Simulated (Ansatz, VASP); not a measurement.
**Ru2C in VASP and in Ansatz**

```
Ru C
1.0
     2.81167    0.00000    0.00000
    -1.40584    2.43498    0.00000
     0.00000    0.00000    4.98578
Ru C
2 1
Direct
  0.66667 0.33333 0.23626
  0.33333 0.66667 0.76374
  0.00000 0.00000 0.50000
```

Change from the starting cell: species swapped into the Cr2C type (P-3m1, No. 164).

Alike in both runs: functional PBE; k mesh 18 × 18 × 10; occupations gaussian, width 0.1 eV; no spin polarisation.

Ansatz relaxed the structure, and its values are those at the end. VASP's run is a single point on that final structure, the one shown.

|  | VASP | Ansatz |
| --- | --- | --- |
| version | VASP 6.6.1 | Ansatz 0.2.0 |
| potentials or method | VASP PAW PBE potentials, release 64 (Ru_pv, C), cutoff 520 eV | scalar-relativistic, plane waves, PAW |
| valence electrons in the cell | 32 | 36 |

```tsv
	VASP	Ansatz	Ansatz less VASP
gap on the k mesh at the Fermi level (eV)	none	none	-
pressure (GPa)	0.2	0.0	-0.18
rms of the force components (eV/Å)	0.015	0.000	-0.0151
```

A gap of «none» marks a metal or a gap that the smearing closes. With one functional, cell and mesh, what is left measures potentials, basis and numerics. VASP's potentials hold 32 valence electrons a cell and Ansatz's 36, so a difference there can come from the potentials and not from the codes.
